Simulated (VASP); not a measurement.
Set up this calculation in VASP 6.6.1, as the native input.

```
Task                   : single point
Functional             : PBE
Potentials or basis    : VASP PAW PBE potentials, release 64 (Si, N, C)
Cutoff                 : 520 eV
k mesh                 : 1 × 1 × 1
Occupations            : fermi-dirac, width 0.01 eV
Spin                   : no spin polarisation
Dipole correction      : no
Further INCAR settings : LREAL = Auto; ALGO = Normal; EDIFF = 1e-07; NBANDS = 86
```

The structure of Si12CN16 (a cell with a defect) (C interstitial hop between voids) lies in POSCAR:

```
Si12CN16
1.0
    7.6633883300      0.0000000000      0.0000000000
   -3.8316941700      6.6366889800      0.0000000000
    0.0000000000      0.0000000000      5.8522780000
Si N C
12 16 1
Direct
    0.2246758404      0.8160024102      0.3730470784
    0.4024852329      0.2225831741      0.1247167955
    0.8216667188      0.5903789500      0.1239181845
    0.1801529502      0.4029239382      0.3691633355
    0.5948738919      0.7686137802      0.3753720036
    0.7649121148      0.1723749571      0.1275135564
    0.2239559288      0.8188188183      0.8711450427
    0.3692115793      0.2069929034      0.6176789194
    0.8132964955      0.5853221786      0.6245565197
    0.1759615845      0.4126104852      0.8959432240
    0.5946398658      0.7700824206      0.8765004561
    0.7513582545      0.1657194021      0.6294431149
    0.3320146995      0.6618244057      0.3707324957
    0.6619398663      0.3291987926      0.1227793761
    0.9608822536      0.6626347750      0.3775674569
    0.2827541115      0.9588602734      0.1221579673
    0.6754449990      0.7077399499      0.1244291155
    0.3305239595      0.2967087135      0.3615412445
    0.0256757893      0.3346726645      0.1324334583
    0.7046190430      0.0314081612      0.3770786711
    0.3321268011      0.6660299055      0.8804701481
    0.6525638899      0.3255402268      0.6205065951
    0.9615530098      0.6532908984      0.8705734144
    0.3143275847      0.9527609577      0.6211128803
    0.6634897357      0.6991697301      0.6269834901
    0.3322061764      0.3053640007      0.8823261458
    0.0431957191      0.2967593244      0.6357069930
    0.6900374904      0.0302385832      0.8800394805
    0.1023823234      0.1334282355     -0.2735904957
```

These files were run (other wordings do the same):

INCAR

```
PREC = Accurate
ENCUT = 520
EDIFF = 1E-7
ISMEAR = -1
SIGMA = 0.01
LREAL = Auto
LASPH = True
NELM = 80
ALGO = Normal
ISIF = 2
LWAVE = False
LCHARG = False
GGA = PE
NBANDS = 86
```

KPOINTS

```
Automatic mesh
0
Gamma
  1 1 1
```

Potentials or basis: VASP PAW PBE potentials, release 64 (Si, N, C).

Run with:

```console
$ cat potpaw_PBE.64/Si/POTCAR potpaw_PBE.64/N/POTCAR potpaw_PBE.64/C/POTCAR > POTCAR
$ mpirun -np 1 vasp_gam > vasp.out
```

Results of the run:

The pressure is 2.9 GPa. The largest force is 0.036 eV/Å. The band gap on the k mesh is 2.58 eV.

Caveat: the k points lie up to 1.07 Å⁻¹ apart.

Wall time 2 min on 1 thread of AMD EPYC 7R13 Processor (Zen 3), with other jobs on the host, peak memory 0.36 GiB.
